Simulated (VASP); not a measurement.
**FeH6C2: single point with r2SCAN**

Crystal: FeH6C2.

```xyz
9
Lattice="0.0000 2.9527 2.9527 2.9527 0.0000 2.9527 2.9527 2.9527 0.0000" Properties=species:S:1:pos:R:3 pbc="T T T"
H     1.4291    2.9527    2.9527
H     2.9527    1.4291    2.9527
H     4.4762    2.9527    2.9527
H     2.9527    4.4762    2.9527
H     2.9527    2.9527    1.4291
H     2.9527    2.9527    4.4762
Fe    0.0000    0.0000    0.0000
C     1.4763    1.4763    1.4763
C     4.4290    4.4290    4.4290
```

* Program: VASP 6.6.1
* Task: single point
* Functional: r2SCAN
* Potentials or basis: VASP PAW PBE potentials, release 64 (H, Fe, C)
* Cutoff: 520 eV
* k mesh: 5 × 5 × 5
* Occupations: tetrahedron
* Spin: no spin polarisation
* Dipole correction: no
* Charge: -1
* Further INCAR settings: ALGO = Normal; EDIFF = 1e-07; NBANDS = 21; NELECT = 23.0

```json
{"Largest force": "2.490 eV/Å"}
```

Forces on the atoms (eV/Å):
```
H    2.490  0.000  0.000
H    0.000  2.490  0.000
H   -2.490  0.000  0.000
H    0.000 -2.490  0.000
H    0.000  0.000  2.490
H    0.000  0.000 -2.490
Fe   0.000  0.000  0.000
C    0.000  0.000  0.000
C    0.000  0.000  0.000
```

Levels at points of the mesh, in eV from the Fermi level:
```csv
k point,band 8,band 9,band 10,band 11,band 12,band 13,band 14,band 15
"(0.00, 0.00, 0.00)",-3.72,-3.72,-3.72,-2.35,-0.98,-0.98,-0.98,0.02
```

Run time: 2.8 min on 1 thread of Intel Xeon 8259CL, on a shared host, peak memory 0.18 GiB.

Caveat: the k points lie up to 0.37 Å⁻¹ apart, too coarse for converged energies and pressures of a metal; the cell carries a net charge on a neutralising background, which shifts energy and pressure; the cell is charged against a uniform background, so pressure and absolute levels hang on convention; the PAW data sets were made with another functional, which shifts forces and pressure a little; the run has no spin polarisation, though such a crystal can be magnetic; tetrahedron occupations give inexact forces and stress in metals. Spin polarisation is off, so any magnetic state and its effect on volume and gap are missing.
